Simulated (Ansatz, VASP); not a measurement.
**ZnS in VASP and in Ansatz**

```xyz
2
Lattice="0.0000 2.7046 2.7046 2.7046 0.0000 2.7046 2.7046 2.7046 0.0000" Properties=species:S:1:pos:R:3 pbc="T T T"
Zn    0.0722    0.0722    0.0722
S     4.0570    4.0570    4.0570
```

Change from the starting cell: all Zn atoms moved -0.125 Å, as atom 1 towards its neighbour atom 2 (S) at 2.342 Å.

Alike in both runs: task single point; functional PBE; k mesh 10 × 10 × 10; occupations gaussian, width 0.05 eV; no spin polarisation.

```csv
,VASP,Ansatz
version,VASP 6.6.1,Ansatz 0.2.0
potentials or method,"VASP PAW PBE potentials, release 64 (Zn, S), cutoff 520 eV","scalar-relativistic, plane waves, PAW"
valence electrons in the cell,18,18
```

VASP gave:

```
gap on the k mesh at the Fermi level (eV)                     : 2.03
least direct gap on the mesh (eV)                             : 2.03
pressure (GPa)                                                : 2.0
traceless stress, the component that is largest in VASP (GPa) : -1.27
rms of the force components (eV/Å)                            : 0.311
```

**Question.** Estimate Ansatz's values.

**Answer.** gap on the k mesh at the Fermi level (eV): 2.02; least direct gap on the mesh (eV): 2.02; pressure (GPa): 1.8; traceless stress, the component that is largest in VASP (GPa): -1.24; rms of the force components (eV/Å): 0.308.

Atom by atom the forces differ by 0.003 eV/Å (rms over components).
